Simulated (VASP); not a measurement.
**Sc3Al: single point with PBEsol**

Crystal: Sc3Al.

```
Sc Al
1.0
     4.37479    0.00000    0.00000
     0.00000    4.37479    0.00000
     0.00000    0.00000    4.30917
Sc Al
3 1
Direct
  0.50000 0.00000 0.50000
  0.00000 0.50000 0.50000
  0.50000 0.50000 0.00000
  0.00000 0.00000 0.00000
```

This cell differs from its parent crystal: strain +0.000 along x and y, -0.015 along z.

```yaml
Program: VASP 6.6.1
Task: single point
Functional: PBEsol
Potentials_or_basis: VASP PAW PBE potentials, release 64 (Sc_sv, Al)
Cutoff: 520 eV
k_mesh: 12 × 12 × 12
Occupations: gaussian, width 0.15 eV
Spin: no spin polarisation
```

```yaml
Pressure: 1.2 GPa
Band_gap_on_the_k_mesh: zero (bands 18 and 19 overlap by 1.38 eV)
```

Stress tensor (GPa, compression positive):
```
0.82 0.00 0.00
0.00 0.82 0.00
0.00 0.00 1.83
```

Levels at points of the mesh, in eV from the Fermi level:
| k point | band 15 | band 16 | band 17 | band 18 | band 19 | band 20 | band 21 | band 22 |
| --- | --- | --- | --- | --- | --- | --- | --- | --- |
| (0.00, 0.00, 0.00) | -1.11 | -1.06 | -0.48 | -0.45 | -0.45 | 0.68 | 0.68 | 0.88 |
| (0.50, 0.00, 0.00) | -1.40 | -0.85 | -0.74 | 0.07 | 0.17 | 0.91 | 0.99 | 1.61 |
| (0.50, 0.50, 0.00) | -2.85 | -1.48 | -0.92 | 0.30 | 0.50 | 0.50 | 1.21 | 1.21 |
| (0.00, 0.00, 0.50) | -1.37 | -0.85 | -0.85 | 0.10 | 0.18 | 0.91 | 0.91 | 1.62 |
| (0.50, 0.00, 0.50) | -2.80 | -1.43 | -1.01 | 0.21 | 0.47 | 0.49 | 1.13 | 1.16 |
| (0.50, 0.50, 0.50) | -1.52 | -1.51 | -1.10 | -1.08 | -1.08 | 0.59 | 1.41 | 1.52 |

Wall time 5.9 min on 1 thread of Intel(R) Xeon(R) Platinum 8259CL CPU @ 2.50GHz (Skylake/Cascade Lake), with other jobs on the host, peak memory 0.45 GiB.

Caveat: the cell differs from its parent crystal (strain +0.000 along x and y, -0.015 along z); the PAW data sets were made with another functional, which shifts forces and pressure a little.
